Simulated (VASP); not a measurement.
A run of VASP 6.6.1 is set up as follows.

INCAR

```
  PREC = Accurate
  ENCUT = 520
  EDIFF = 1E-7
  ISMEAR = -1
  SIGMA = 0.15
  LREAL = False
  LASPH = True
  NELM = 150
  ALGO = Normal
  ISIF = 2
  LWAVE = False
  LCHARG = False
  ISPIN = 2
  MAGMOM = 1.5 1.5
  LORBIT = 11
  LMAXMIX = 4
  GGA = PS
  NBANDS = 21
```

File KPOINTS:

```
Automatic mesh
0
Gamma
  14 14 8
```

File POSCAR:

```
Ni
1.0
    2.4480229000      0.0000000000      0.0000000000
   -1.2240114500      2.1200500200      0.0000000000
    0.0000000000      0.0000000000      4.0728075700
Ni
2
Direct
    0.3333333316      0.6666666714      0.2499999994
    0.6666666684      0.3333333286      0.7500000006
```

Potentials or basis: VASP PAW PBE potentials, release 64 (Ni).

Run with:

```bash
$ cat potpaw_PBE.64/Ni/POTCAR > POTCAR
$ mpirun -np 1 vasp_std > vasp.out
```

Problem. Predict the site moments.

Solution. Ni +0.57 μB.

Problem. Estimate the pressure.

Solution. -2.5 GPa.

Problem. What does it give for the net moment?

Solution. 1.13 μB per cell.

Stress tensor (GPa, compression positive):
```
-1.07  0.00  0.00
 0.00 -1.07  0.00
 0.00  0.00 -5.30
```

Caveat: the PAW data sets were made with another functional, which shifts forces and pressure a little.
